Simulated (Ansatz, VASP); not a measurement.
## CdSe in VASP and in Ansatz

```xyz
4
Lattice="4.3407 0.0000 0.0000 -2.1704 3.7592 0.0000 0.0000 0.0000 7.0767" Properties=species:S:1:pos:R:3 pbc="T T T"
Cd    0.0000    2.5061    0.0320
Cd    2.1704    1.2531    3.5703
Se    0.0000    2.5061    2.6925
Se    2.1704    1.2531    6.2308
```

Alike in both runs: task single point; functional PBE; k mesh 12 × 12 × 4; occupations fermi-dirac, width 0.02 eV; non-collinear spin, spin-orbit coupling.

|  | VASP | Ansatz |
| --- | --- | --- |
| version | VASP 6.6.1 | Ansatz 0.2.0 |
| potentials or method | VASP PAW PBE potentials, release 64 (Cd, Se) | plane waves, PAW |
| plane-wave cutoff (eV) | 520 | 420 |
| valence electrons in the cell | 36 | 72 |

Ansatz gave:

```
pressure (GPa) : 1.4
```

Task: Which values does VASP return?

Result: Pressure (GPa): 1.7.

VASP's potentials hold 36 valence electrons a cell and Ansatz's 72, so a difference there can come from the potentials and not from the codes.
